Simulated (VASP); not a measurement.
# Ca (Fm-3m) in VASP: notebook, part 3 of 3

VASP 6.6.1. Earlier steps stand in the parts before.

## Step 4: Relaxation of cell and atoms, BLYP

This run uses another cell than the first one, of 43.63 Å³/atom, 1.115 times its volume.

INCAR

```
SYSTEM = Ca
PREC     = Accurate       ! precision mode
ENCUT    = 600            ! plane-wave cutoff, eV
EDIFF    = 1E-7           ! SCF threshold, eV
ISMEAR   = -1             ! smearing method
SIGMA    = 0.1            ! smearing width, eV
LREAL    = .FALSE.        ! projectors in reciprocal space
LASPH    = .TRUE.         ! aspherical terms in the spheres
NELM     = 60             ! most SCF steps
ALGO     = Normal         ! electronic algorithm
ISIF     = 3              ! what is computed and relaxed
LWAVE    = .FALSE.        ! write WAVECAR
LCHARG   = .FALSE.        ! write CHGCAR
GGA      = B5             ! functional
ALDAX    = 1.0          
AGGAX    = 1.0          
AGGAC    = 1.0          
ALDAC    = 0.0          
IBRION   = 2              ! ionic algorithm
NSW      = 80             ! ionic steps
EDIFFG   = -0.01          ! ionic threshold
```

KPOINTS

```
Automatic mesh
0
G
  10 10 10
  0 0 0
```

POSCAR

```
Ca
1.0
    0.0000000000      2.7942000000      2.7942000000
    2.7942000000      0.0000000000      2.7942000000
    2.7942000000      2.7942000000      0.0000000000
Ca
1
Direct
    0.0000000000      0.0000000000      0.0000000000
```

Potentials or basis: VASP PAW PBE potentials, release 64 (Ca_sv).

Started as:

```bash
$ cat potpaw_PBE.64/Ca_sv/POTCAR > POTCAR
$ mpirun -np 1 vasp_std > vasp.out
```

OUTCAR:

```text
SYSTEM = Ca
   PREC = Accurate
   ENCUT = 600
   EDIFF = 1E-7
   ISMEAR = -1
   LREAL = .FALSE.
   LASPH = .TRUE.
   NELM = 60
   ISIF = 3
   GGA = B5
   IBRION = 2
   NSW = 80
   EDIFFG = -0.01

 ion  position               nearest neighbor table
   1  0.000  0.000  0.000-

  LATTYP: Found a face centered cubic cell.
 ALAT       =     5.5884000000

  Lattice vectors:

 A1 = (   0.0000000000,   2.7942000000,   2.7942000000)
 A2 = (   2.7942000000,   0.0000000000,   2.7942000000)
 A3 = (   2.7942000000,   2.7942000000,   0.0000000000)

Analysis of symmetry for initial positions (statically):
=====================================================================
 Subroutine PRICEL returns:
 Original cell was already a primitive cell.

 Routine SETGRP: Setting up the symmetry group for a
 face centered cubic supercell.

 Subroutine GETGRP returns: Found 48 space group operations
 (whereof 48 operations were pure point group operations)
 out of a pool of 48 trial point group operations.

The static configuration has the point symmetry O_h .

Analysis of symmetry for dynamics (positions and initial velocities):
=====================================================================
 Subroutine PRICEL returns:
 Original cell was already a primitive cell.

 Routine SETGRP: Setting up the symmetry group for a
 face centered cubic supercell.

 Subroutine GETGRP returns: Found 48 space group operations
 (whereof 48 operations were pure point group operations)
 out of a pool of 48 trial point group operations.

The dynamic configuration has the point symmetry O_h .

 Subroutine INISYM returns: Found 48 space group operations
 (whereof 48 operations are pure point group operations),
 and found     1 'primitive' translations
[... 117 lines left out ...]
   LORBIT       =      0    0 simple, 1 ext, 2 COOP (PROOUT), +10 PAW based schemes
   GGA     = B5    functional components
   LHFCALC =     F    Hartree Fock is set to
   AEXX    =    0.0000 exact exchange contribution
   IVDW    =     0    specifies the selected vdW correction
   LEPSILON=     F    determine dielectric tensor
   LRPA    =     F    only Hartree local field effects (RPA)
 conjugate gradient relaxation of ions
 non-spin polarized calculation
  energy-cutoff  :      600.00
  volume of cell :       43.63
 maximum number of plane-waves:      1476
   NGX = 15   NGY = 15   NGZ = 15

--------------------------------------- Ionic step        1  -------------------------------------------

 number of electron      10.0000001 magnetization

 Free energy of the ion-electron system (eV)
  ---------------------------------------------------
  ext. energy  EPLUGINS =         0.00000000
  ---------------------------------------------------
  free energy    TOTEN  =        -1.26272009 eV

  energy without entropy =       -1.22047115  energy(sigma->0) =       -1.24159562

------------------------ aborting loop because EDIFF is reached ----------------------------------------

  FORCE on cell =-STRESS in cart. coord.  units (eV):
  Direction    XX          YY          ZZ          XY          YZ          ZX
  --------------------------------------------------------------------------------------
  -------------------------------------------------------------------------------------
  Total       -0.0965380     -0.0965380     -0.0965380      0.0000000      0.0000000      0.0000000
  in kB       -3.5449194     -3.5449194     -3.5449194      0.0000000      0.0000000      0.0000000
  external PRESSURE =      -3.5449194 kB  Pullay stress =       0.0000000 kB
[... 92 lines left out ...]
--------------------------------------- Ionic step        4  -------------------------------------------

 number of electron      10.0000001 magnetization

 Free energy of the ion-electron system (eV)
  ---------------------------------------------------
  ext. energy  EPLUGINS =         0.00000000
  ---------------------------------------------------
  free energy    TOTEN  =        -1.26378426 eV

  energy without entropy =       -1.22202649  energy(sigma->0) =       -1.24290538

 E-fermi :   2.3646     XC(G=0):  -7.2738

 val. band max:        2.3612720535   @ k =  -0.4000   0.3000   0.0000
 cond. band min:       2.3762241304   @ k =  -0.3000   0.4000   0.1000
 fundamental gap:      0.0149520770
 Fermi energy:         2.3645847187

 k-point     1 :       0.0000    0.0000    0.0000
  band No.  band energies     occupation
      1     -39.6866      2.00000
      2     -20.7260      2.00000
      3     -20.7260      2.00000
      4     -20.7260      2.00000
      5      -1.6057      2.00000
      6       4.4813      0.00000
      7       4.4813      0.00000
      8       4.4813      0.00000
      9       5.4831      0.00000
[... 265 lines left out ...]
 k-point    24 :       0.4000    0.3000    0.0000
  band No.  band energies     occupation
      1     -39.6726      2.00000
      2     -20.8274      2.00000
      3     -20.7677      2.00000
      4     -20.7636      2.00000
      5       0.8894      2.00000
      6       3.0922      0.00138
      7       3.7486      0.00000
      8       5.4194      0.00000
      9       5.7272      0.00000

 [... further k-points ...]
[... 5 lines left out ...]
  --------------------------------------------------------------------------------------
  -------------------------------------------------------------------------------------
  Total       -0.0002328     -0.0002328     -0.0002328      0.0000000     -0.0000000      0.0000000
  in kB       -0.0087452     -0.0087452     -0.0087452      0.0000000     -0.0000000      0.0000000
  external PRESSURE =      -0.0087452 kB  Pullay stress =       0.0000000 kB
[... 16 lines left out ...]
  FREE ENERGIE OF THE ION-ELECTRON SYSTEM (eV)
  ---------------------------------------------------
  free  energy   TOTEN  =        -1.2637842607 eV

  energy  without entropy=       -1.2220264945  energy(sigma->0) =       -1.24290538

 reached required accuracy - stopping structural energy minimisation
```

OSZICAR:

```text
N       E                     dE             d eps       ncg     rms          rms(c)
DAV:   1     0.682741242256E+02    0.68274E+02   -0.54782E+03   846   0.112E+03
[... 41 lines left out ...]
DAV:   3    -0.126366131106E+01    0.10497E-02   -0.85130E-03  1176   0.823E-01    0.818E-02
DAV:   4    -0.126367994225E+01   -0.18631E-04   -0.51585E-04   942   0.286E-01    0.343E-02
DAV:   5    -0.126378234761E+01   -0.10241E-03   -0.22501E-04  1313   0.798E-02    0.121E-02
DAV:   6    -0.126378424257E+01   -0.18950E-05   -0.73170E-06  1364   0.176E-02    0.563E-03
DAV:   7    -0.126378372270E+01    0.51987E-06   -0.46203E-06  1150   0.234E-02    0.922E-03
DAV:   8    -0.126378432506E+01   -0.60236E-06   -0.30420E-06  1232   0.194E-02    0.529E-04
DAV:   9    -0.126378426066E+01    0.64397E-07   -0.30556E-08   457   0.134E-03
   4 F= -.12637843E+01 E0= -.12429054E+01  d E =-.106417E-02
```

Run time: 1.7 min. Hardware: 1 thread of Intel Xeon 6975P-C, shared host; peak memory 0.2 GiB.

Results:

```
Free energy                            : -1.2638 eV
Relaxed volume                         : 42.64 Å³/atom
Relaxed cell                           : a = 3.922 Å, b = 3.922 Å, c = 3.922 Å, α = 60.00°, β = 60.00°, γ = 60.00°
Space group after relaxing (to 0.05 Å) : Fm-3m (No. 225)
Energy gained by relaxing              : 1.1 meV/atom
Ionic steps                            : 4
Pressure after relaxing                : 0.0 GPa
Band gap on the k mesh                 : zero (band 5 reaches 2.44 eV, above the bottom of band 6 at 2.28 eV)
```

Step by step:
```
step  energy change (eV)  largest force (eV/Å)  pressure (GPa)  volume (Å³)
   1              0.0000                0.0000           -0.35        43.63
   2             -0.0009                0.0000           -0.14        43.02
   3             -0.0009                0.0000            0.13        42.30
   4             -0.0011                0.0000            0.00        42.64
```

Final structure:
```
Ca
1.0
     0.00000    2.77293    2.77293
     2.77293    0.00000    2.77293
     2.77293    2.77293    0.00000
Ca
1
Cartesian
  0.0000 0.0000 0.0000
```

Levels at points of the mesh, in eV from the Fermi level:
```tsv
k point	band 2	band 3	band 4	band 5	band 6	band 7	band 8	band 9
(0.00, 0.00, 0.00)	-23.09	-23.09	-23.09	-3.97	2.12	2.12	2.12	3.12
(0.50, 0.00, 0.00)	-23.22	-23.11	-23.11	-1.02	-0.08	2.01	2.01	3.78
(0.50, 0.50, 0.00)	-23.22	-23.14	-23.14	-0.51	0.47	1.03	3.77	3.96
```

Caveat: the PAW data sets were made with another functional, which shifts forces and pressure a little.

## Step 5: The runs side by side

| task | cell | k mesh | cutoff (eV) | gap on the mesh (eV) | pressure (GPa) |
| --- | --- | --- | --- | --- | --- |
| single point | a = 3.811 Å, angles 60.0°, 1 atom | 16 × 16 × 16 | 520 | none | 1.6 |
| single point | a = 3.866 Å, angles 60.0°, 1 atom | 16 × 16 × 16 | 520 | none | 0.7 |
| relaxation of cell and atoms | relaxed from a = 3.952 Å, angles 60.0°, 1 atom | 10 × 10 × 10 | 600 | none | 0.0 |

Alike in all rows: level BLYP; potentials or basis VASP PAW PBE potentials, release 64 (Ca_sv); no spin polarisation; smearing fermi-dirac 0.1 eV.

Caveats: the PAW data sets were made with another functional, which shifts forces and pressure a little.

Absolute energies hang on the potentials; compare differences alone.
